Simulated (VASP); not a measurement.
# Li16C (a cell with a defect) in VASP: single point with PBE+D3(BJ)

Aim: the single point of Li16C (a cell with a defect) with PBE+D3(BJ).

Program: VASP 6.6.1. These are calculated values, not measurements. Logs are shortened: lines on timing, memory, paths and dates and some standing lists are left out, and cuts for length are marked.

## (1) The cell of the first run

The cell holds a defect, 17 atoms: a = 6.980 Å, b = 6.980 Å, c = 6.980 Å, α = 90.00°, β = 90.00°, γ = 90.00°.

## (2) Single point, PBE+D3(BJ)

Contents of INCAR:

```
SYSTEM = Li16C
PREC     = Accurate       ! precision mode
ENCUT    = 520            ! plane-wave cutoff, eV
EDIFF    = 1E-7           ! SCF threshold, eV
ISMEAR   = -1             ! smearing method
SIGMA    = 0.05           ! smearing width, eV
LREAL    = Auto         
LASPH    = .TRUE.         ! aspherical terms in the spheres
NELM     = 60             ! most SCF steps
ALGO     = Normal         ! electronic algorithm
ISIF     = 2              ! what is computed and relaxed
LWAVE    = .FALSE.        ! write WAVECAR
LCHARG   = .FALSE.        ! write CHGCAR
GGA      = PE             ! functional
IVDW     = 12             ! dispersion correction
NBANDS   = 40             ! bands
```

Contents of KPOINTS:

```
Automatic mesh
0
G
  4 4 4
  0 0 0
```

Contents of POSCAR:

```
Li16C
1.0
    6.9800000000      0.0000000000      0.0000000000
    0.0000000000      6.9800000000      0.0000000000
    0.0000000000      0.0000000000      6.9800000000
Li C
16 1
Direct
    0.0000922636      0.0011742120      0.0010200573
    0.5001896848     -0.0287004298     -0.0284065903
    0.0001299427      0.4610472779      0.0512607450
    0.0001415473      0.0512194842      0.4614657593
    0.2857641834      0.2284104585      0.2287813754
    0.5001521490      0.5376946991      0.0088077364
    0.5001386819      0.0084190544      0.5379631805
    0.7145501433      0.2284283668      0.2288020057
    0.0001746418      0.4273160458      0.4273902579
    0.2378389685      0.7951787966      0.2581375358
    0.2381694842      0.2581160458      0.7952929799
    0.5001147564      0.5010756447      0.5013449857
    0.7624232092      0.7951247851      0.2581997135
    0.7620749284      0.2581666189      0.7952091691
    0.2109810888      0.7287719198      0.7288736390
    0.7893191977      0.7287495702      0.7288495702
    0.0001575931      0.2034590258      0.2037567335
```

Potentials or basis: VASP PAW PBE potentials, release 64 (Li_sv, C).

Started as:

```bash
$ cat potpaw_PBE.64/Li_sv/POTCAR potpaw_PBE.64/C/POTCAR > POTCAR
$ mpirun -np 1 vasp_std > vasp.out
```

OUTCAR:

```text
SYSTEM = Li16C
   PREC = Accurate
   ENCUT = 520
   EDIFF = 1E-7
   ISMEAR = -1
   LREAL = Auto
   LASPH = .TRUE.
   NELM = 60
   ISIF = 2
   GGA = PE
   IVDW = 12
 IVDW          = 12

 ion  position               nearest neighbor table
   1  0.000  0.001  0.001-  17 2.00
   2  0.500  0.971  0.972-
   3  0.000  0.461  0.051-  17 2.09
   4  0.000  0.051  0.461-  17 2.09
   5  0.286  0.228  0.229-  17 2.01
   6  0.500  0.538  0.009-
   7  0.500  0.008  0.538-
   8  0.715  0.228  0.229-  17 2.01
   9  0.000  0.427  0.427-  17 2.21
  10  0.238  0.795  0.258-
  11  0.238  0.258  0.795-
  12  0.500  0.501  0.501-
  13  0.762  0.795  0.258-
  14  0.762  0.258  0.795-
  15  0.211  0.729  0.729-
  16  0.789  0.729  0.729-
  17  0.000  0.203  0.204-   1 2.00   5 2.01   8 2.01   4 2.09   3 2.09   9 2.21

  LATTYP: Found a simple cubic cell.
 ALAT       =     6.9800000000

  Lattice vectors:

 A1 = (   6.9800000000,   0.0000000000,   0.0000000000)
 A2 = (   0.0000000000,   6.9800000000,   0.0000000000)
 A3 = (   0.0000000000,   0.0000000000,   6.9800000000)

Analysis of symmetry for initial positions (statically):
=====================================================================
 Subroutine PRICEL returns:
 Original cell was already a primitive cell.

 Routine SETGRP: Setting up the symmetry group for a
 simple cubic supercell.

 Subroutine GETGRP returns: Found  1 space group operations
 (whereof  1 operations were pure point group operations)
 out of a pool of 48 trial point group operations.

The static configuration has the point symmetry C_1 .

Analysis of symmetry for dynamics (positions and initial velocities):
=====================================================================
 Subroutine PRICEL returns:
 Original cell was already a primitive cell.

 Routine SETGRP: Setting up the symmetry group for a
 simple cubic supercell.

 Subroutine GETGRP returns: Found  1 space group operations
 (whereof  1 operations were pure point group operations)
 out of a pool of 48 trial point group operations.

The dynamic configuration has the point symmetry C_1 .

[... 127 lines left out ...]
   NELM   =     60;   NELMIN=  2; NELMDL= -5     # of ELM steps
   EDIFF  = 0.1E-06   stopping-criterion for ELM
   LREAL  =      T    real-space projection
   EDIFFG = 0.1E-05   stopping-criterion for IOM
   NSW    =      0    number of steps for IOM
   IBRION =     -1    ionic relax: 0-MD 1-quasi-New 2-CG
   NFREE  =      0    steps in history (QN), initial steepest desc. (CG)
   ISIF   =      2    stress and relaxation
   ISYM   =      2    0-nonsym 1-usesym 2-fastsym
   POTIM  = 0.5000    time-step for ionic-motion
   TEBEG  =    0.0;   TEEND  =   0.0 temperature during run
   PSTRESS=    0.0 pullay stress
   NELECT =      52.0000    total number of electrons
   NUPDOWN=      -1.0000    fix difference up-down
   EMIN   =  10.00;   EMAX   =-10.00  energy-range for DOS
   EFERMI =   0.00;   METHOD = LEGACY
   ISMEAR =    -1;   SIGMA  =   0.05  broadening in eV -4-tet -1-fermi 0-gaus
   EFERMI_NEDOS =   21; number of points for ismear=-14 and -15
   IALGO  =     38    algorithm
   IMIX   =      4    mixing-type and parameters
     AMIX     =   0.40;   BMIX     =  1.00
     AMIX_MAG =   1.60;   BMIX_MAG =  1.00
  volume/ion in A,a.u.               =      20.00       134.99
  Fermi-wavevector in a.u.,A,eV,Ry     =   0.875428  1.654319 10.427158  0.766374
  Thomas-Fermi vector in A             =   1.995098
   LORBIT       =      0    0 simple, 1 ext, 2 COOP (PROOUT), +10 PAW based schemes
   GGA     = PE    functional components
   LHFCALC =     F    Hartree Fock is set to
   AEXX    =    0.0000 exact exchange contribution
   IVDW    =    12    specifies the selected vdW correction
   LEPSILON=     F    determine dielectric tensor
   LRPA    =     F    only Hartree local field effects (RPA)
 non-spin polarized calculation
  energy-cutoff  :      520.00
  volume of cell :      340.07
 maximum number of plane-waves:      9183
 NGX is ok and might be reduce to    54
   NGX = 25   NGY = 25   NGZ = 25

 number of electron      51.9999974 magnetization

 Free energy of the ion-electron system (eV)
  ---------------------------------------------------
  ext. energy  EPLUGINS =         0.00000000
  ---------------------------------------------------
  free energy    TOTEN  =       -37.81367462 eV

  energy without entropy =      -37.75785364  energy(sigma->0) =      -37.78576413

 E-fermi :   0.4955     XC(G=0):  -7.0376

 val. band max:        0.4945598713   @ k =   0.2500   0.5000   0.5000
 cond. band min:       0.5080122160   @ k =   0.5000   0.5000   0.5000
 fundamental gap:      0.0134523447
 Fermi energy:         0.4955096041

 k-point     1 :       0.0000    0.0000    0.0000
  band No.  band energies     occupation
      1     -46.2957      2.00000
      2     -46.2943      2.00000
      3     -46.2928      2.00000
      4     -46.2927      2.00000
      5     -46.2924      2.00000
      6     -46.1820      2.00000
[... 973 lines left out ...]
     37       3.8857      0.00000
     38       4.2349      0.00000

 [... further k-points ...]

 [bands above 38 left out]

------------------------ aborting loop because EDIFF is reached ----------------------------------------

 Edisp (eV)   -2.74331

 E8    (eV) :    -1.1344

  FORCE on cell =-STRESS in cart. coord.  units (eV):
  Direction    XX          YY          ZZ          XY          YZ          ZX
  --------------------------------------------------------------------------------------
  -------------------------------------------------------------------------------------
  Total      -3.66926    -5.40935    -5.41009     0.00190     0.51256     0.00080
  in kB     -17.28713   -25.48527   -25.48877     0.00894     2.41482     0.00377
  external pressure =      -22.75 kB  Pullay stress =        0.00 kB

 VOLUME and BASIS-vectors are now :
 -----------------------------------------------------------------------------
  energy-cutoff  :      520.00
  volume of cell :      340.07
      direct lattice vectors                 reciprocal lattice vectors
     6.980000000  0.000000000  0.000000000     0.143266476  0.000000000  0.000000000
     0.000000000  6.980000000  0.000000000     0.000000000  0.143266476  0.000000000
     0.000000000  0.000000000  6.980000000     0.000000000  0.000000000  0.143266476

 POSITION                                       TOTAL-FORCE (eV/Angst)
 -----------------------------------------------------------------------------------
      0.00064      0.00820      0.00712        -0.000421     -0.029263     -0.028047
      3.49132      6.77967      6.78172        -0.001506     -0.028290     -0.028707
      0.00091      3.21811      0.35780        -0.000377      0.002545     -0.002923
      0.00099      0.35751      3.22103        -0.000210     -0.003997      0.003559
      1.99463      1.59431      1.59689        -0.023226     -0.015999     -0.016297
      3.49106      3.75311      0.06148         0.000411     -0.000795     -0.007266
[... 9 lines left out ...]
      5.50945      5.08667      5.08737         0.019931      0.009302      0.010497
      0.00110      1.42014      1.42222         0.001484      0.133631      0.136722
 -----------------------------------------------------------------------------------
    total drift:                                0.001219     -0.000650      0.005232

  FREE ENERGIE OF THE ION-ELECTRON SYSTEM (eV)
  ---------------------------------------------------
  free  energy   TOTEN  =       -40.5569814304 eV

  energy  without entropy=      -40.5011604471  energy(sigma->0) =      -40.52907094
```

It took 11 min on 1 thread of Intel Xeon Platinum 8488C (Sapphire Rapids), shared host; peak memory 0.54 GiB.

Results:

* Free energy: -40.5570 eV
* Largest force: 0.191 eV/Å
* Band gap on the k mesh: zero (bands 26 and 27 overlap by 0.28 eV)
* Dispersion energy per atom: -0.161 eV

Forces on the atoms (eV/Å):
```
Li   0.000 -0.029 -0.028
Li  -0.002 -0.028 -0.029
Li   0.000  0.003 -0.003
Li   0.000 -0.004  0.004
Li  -0.023 -0.016 -0.016
Li   0.000 -0.001 -0.007
Li   0.000 -0.006 -0.005
Li   0.025 -0.016 -0.016
Li   0.000  0.018  0.018
Li   0.019 -0.027 -0.007
Li   0.020 -0.008 -0.028
Li   0.000 -0.005 -0.007
Li  -0.021 -0.027 -0.007
Li  -0.019 -0.007 -0.028
Li  -0.020  0.010  0.011
Li   0.020  0.009  0.010
C    0.001  0.134  0.137
```

Caveat: the cutoff is under 1.25 times the usual one of these potentials, so pressure, stress and relaxed cells hold a basis-set (Pulay) error.
